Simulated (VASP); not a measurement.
Input of a VASP 6.6.1 run:

The input INCAR:

```
SYSTEM = GaN
PREC     = Accurate       ! precision mode
ENCUT    = 600            ! plane-wave cutoff, eV
EDIFF    = 1E-7           ! SCF threshold, eV
ISMEAR   = -1             ! smearing method
SIGMA    = 0.05           ! smearing width, eV
LREAL    = .FALSE.        ! projectors in reciprocal space
LASPH    = .TRUE.         ! aspherical terms in the spheres
NELM     = 80             ! most SCF steps
ALGO     = Normal         ! electronic algorithm
ISIF     = 3              ! what is computed and relaxed
LWAVE    = .FALSE.        ! write WAVECAR
LCHARG   = .FALSE.        ! write CHGCAR
GGA      = B5             ! functional
ALDAX    = 1.0          
AGGAX    = 1.0          
AGGAC    = 1.0          
ALDAC    = 0.0          
IVDW     = 13             ! dispersion correction
VDW_S6   = 1.0          
VDW_S8   = 2.34076671   
VDW_A1   = 0.44488865   
VDW_A2   = 4.0933009    
IBRION   = 2              ! ionic algorithm
NSW      = 80             ! ionic steps
EDIFFG   = -0.005         ! ionic threshold
```

Contents of KPOINTS:

```
regular mesh
0
G
  10 10 10
  0 0 0
```

POSCAR

```
GaN
1.0
    0.0000000000      2.2535006075      2.2535006075
    2.2535006075      0.0000000000      2.2535006075
    2.2535006075      2.2535006075      0.0000000000
Ga N
1 1
Direct
    0.0000000000      0.0000000000      0.0000000000
    0.2500000000      0.2500000000      0.2500000000
```

Potentials or basis: VASP PAW PBE potentials, release 64 (Ga_d, N).

The run is started by

```console
$ cat potpaw_PBE.64/Ga_d/POTCAR potpaw_PBE.64/N/POTCAR > POTCAR
$ mpirun -np 1 vasp_std > vasp.out
```

Question: Predict the band gap on the k mesh.

Answer: 1.80 eV, direct.

Question: Estimate the space group after relaxing (to 0.05 Å).

Answer: F-43m (No. 216).

Question: What does it give for the relaxed cell?

Answer: a = 3.189 Å, b = 3.189 Å, c = 3.189 Å, α = 60.00°, β = 60.00°, γ = 60.00°.

Final structure:
```
CELL_PARAMETERS angstrom
0.00000 2.25494 2.25494
2.25494 0.00000 2.25494
2.25494 2.25494 0.00000
ATOMIC_POSITIONS crystal
Ga 0.00000 0.00000 0.00000
N 0.25000 0.25000 0.25000
```
